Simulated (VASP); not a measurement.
Here is a VASP 6.6.1 calculation.

File POSCAR:

```
ZnO2
1.0
    4.8725336225      0.0000000000      0.0000000000
    0.0000000000      4.8725336225      0.0000000000
    0.0000000000      0.0000000000      4.8725336225
Zn O
4 8
Direct
    0.0000000000      0.5000000000      0.5000000000
    0.5000000000      0.5000000000      0.0000000000
    0.5000000000      0.0000000000      0.5000000000
    0.0000000000      0.0000000000      0.0000000000
    0.4122365408      0.0877634592      0.9122365408
    0.0877634592      0.9122365408      0.4122365408
    0.9122365408      0.4122365408      0.0877634592
    0.5877634592      0.5877634592      0.5877634592
    0.4122365408      0.4122365408      0.4122365408
    0.0877634592      0.5877634592      0.9122365408
    0.9122365408      0.0877634592      0.5877634592
    0.5877634592      0.9122365408      0.0877634592
```

File INCAR.step1:

```
PREC = Accurate ; ENCUT = 520
ISMEAR = 0 ; SIGMA = 0.05
LREAL = F ; LASPH = T
NELM = 100 ; NBANDS = 60
GGA = PE ; ALGO = Normal
EDIFF = 1E-4 ; LWAVE = T
LCHARG = F
```

INCAR.step2

```
PREC = Accurate ; ENCUT = 520
EDIFF = 1E-6 ; ISMEAR = 0
SIGMA = 0.05 ; LREAL = F
LASPH = T ; NELM = 100
ALGO = Normal ; ISIF = 2
LWAVE = F ; LCHARG = F
METAGGA = R2SCAN ; LMIXTAU = T
NBANDS = 60 ; ISTART = 1
```

Contents of KPOINTS:

```
Automatic mesh
0
Gamma
  6 6 6
```

Potentials or basis: VASP PAW PBE potentials, release 64 (Zn, O).

Run with:

```bash
$ cat potpaw_PBE.64/Zn/POTCAR potpaw_PBE.64/O/POTCAR > POTCAR
$ cp INCAR.step1 INCAR
$ mpirun -np 1 vasp_std > vasp.out
$ cp INCAR.step2 INCAR
$ mpirun -np 1 vasp_std > vasp.out
```

(1) Estimate the largest force.

(2) Predict the band gap on the k mesh.

(3) Estimate the pressure.

## Answers

(1) 0.231 eV/Å.

(2) 2.87 eV (least direct gap 3.01 eV).

(3) 1.7 GPa.

Caveat: the PAW data sets were made with another functional, which shifts forces and pressure a little.
